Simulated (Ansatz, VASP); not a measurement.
# NbH in VASP and in Ansatz

INCAR

```
SYSTEM = NbH
PREC = Accurate
ENCUT = 520
EDIFF = 1E-6
ISMEAR = 0
SIGMA = 0.05
LREAL = .FALSE.
LASPH = .TRUE.
NELM = 80
ALGO = Normal
ISIF = 2
LWAVE = .FALSE.
LCHARG = .FALSE.
GGA = PS
NBANDS = 14
```

The input KPOINTS:

```
Automatic mesh
0
G
  18 18 18
  0 0 0
```

Contents of POSCAR:

```
NbH
1.0
   -1.6069640000      1.6069640000      1.9843010000
    1.6069640000     -1.6069640000      1.9843010000
    1.6069640000      1.6069640000     -1.9843010000
Nb H
1 1
Direct
    0.0000000000      0.0000000000      0.0000000000
    0.5000000000      0.5000000000      0.0000000000
```

Input for Ansatz:

```yaml
crystal:
  lattice:
    - [-1.606964, 1.606964, 1.984301]
    - [1.606964, -1.606964, 1.984301]
    - [1.606964, 1.606964, -1.984301]
  atoms:
    - { symbol: Nb, position: [0.0, 0.0, 0.0] }
    - { symbol: H, position: [0.5, 0.5, 0.0] }
basis:
  ecutwfc: 420
kpoints:
  mp_grid: { grid: [18, 18, 18] }
hamiltonian:
  xc: pbesol
scf:
  occupations: { method: gaussian, width: 0.05 }
output:
  forces: true
  eigenvalues: true
  eigenstates:
    nscf_kmesh: { grid: [24, 24, 24] }
    top_band: c6
    de_dk: true
    localisation: true
  stress: true
checkpoint:
  write: ck
  compress: false
  write_wavefunctions: false
  write_every: 100000
```

Alike in both runs: task single point; functional PBEsol; k mesh 18 × 18 × 18; occupations gaussian, width 0.05 eV; no spin polarisation.

|  | VASP | Ansatz |
| --- | --- | --- |
| version | VASP 6.6.1 | Ansatz 0.2.0 |
| potentials or method | VASP PAW PBE potentials, release 64 (Nb_sv, H), cutoff 520 eV | scalar-relativistic, plane waves, PAW |
| valence electrons in the cell | 14 | 14 |

|  | VASP | Ansatz | Ansatz less VASP |
| --- | --- | --- | --- |
| pressure (GPa) | -7.9 | -7.5 | +0.38 |
| traceless stress, the component that is largest in VASP (GPa) | -0.89 | -0.89 | -0.007 |

VASP's potentials were made for PBE, not for PBEsol.
